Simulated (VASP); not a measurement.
Set up this calculation in VASP 6.6.1, as the native input.

| Item | Value |
| --- | --- |
| Task | relaxation of cell and atoms |
| Functional | PBEsol |
| Potentials or basis | VASP PAW PBE potentials, release 64 (Si, C) |
| Cutoff | 600 eV |
| k mesh | 10 × 10 × 5 |
| Occupations | fermi-dirac, width 0.05 eV |
| Spin | no spin polarisation |
| Target pressure | 10 GPa |
| Dipole correction | no |
| Further INCAR settings | ALGO = Normal; EDIFF = 1e-07; IBRION = 2; EDIFFG = -0.005; NSW = 80; ISIF = 3 |

The structure of SiC lies in POSCAR:

```
SiC
1.0
    3.0760000000      0.0000000000      0.0000000000
   -1.5380000000      2.6638941420      0.0000000000
    0.0000000000      0.0000000000      5.0480000000
Si C
2 2
Direct
    0.6666666667      0.3333333333      0.5000000000
    0.3333333333      0.6666666667      0.0000000000
    0.6666666667      0.3333333333      0.8850000000
    0.3333333333      0.6666666667      0.3850000000
```

These files were run (other wordings do the same):

INCAR

```
PREC = Accurate
ENCUT = 600
EDIFF = 1E-7
ISMEAR = -1
SIGMA = 0.05
LREAL = False
LASPH = True
NELM = 100
ALGO = Normal
ISIF = 3
LWAVE = False
LCHARG = False
GGA = PS
IBRION = 2
NSW = 80
EDIFFG = -0.005
PSTRESS = 100.0
```

KPOINTS

```
Automatic mesh
0
Gamma
  10 10 5
```

Potentials or basis: VASP PAW PBE potentials, release 64 (Si, C).

Run with:

```sh
$ cat potpaw_PBE.64/Si/POTCAR potpaw_PBE.64/C/POTCAR > POTCAR
$ mpirun -np 1 vasp_std > vasp.out
```

It gave:

The relaxed volume is 9.93 Å³/atom, the relaxed cell is a = 3.035 Å, b = 3.035 Å, c = 4.979 Å, α = 90.00°, β = 90.00°, γ = 120.00° and the space group after relaxing (to 0.1 Å) is P6_3mc (No. 186). The energy change on relaxing (the run minimises the enthalpy) is +3.6 meV/atom, the ionic steps are 8 and the pressure after relaxing is 10.0 GPa. The band gap on the k mesh is 2.21 eV (least direct gap 3.93 eV).

Caveat: the cell is relaxed towards a set pressure, so the run minimises the enthalpy, not the energy; the PAW data sets were made with another functional, which shifts forces and pressure a little.

It took 60 s on 1 thread of AMD EPYC 9R45 96-Core Processor (Zen 5) (shared host), peak memory 0.15 GiB.
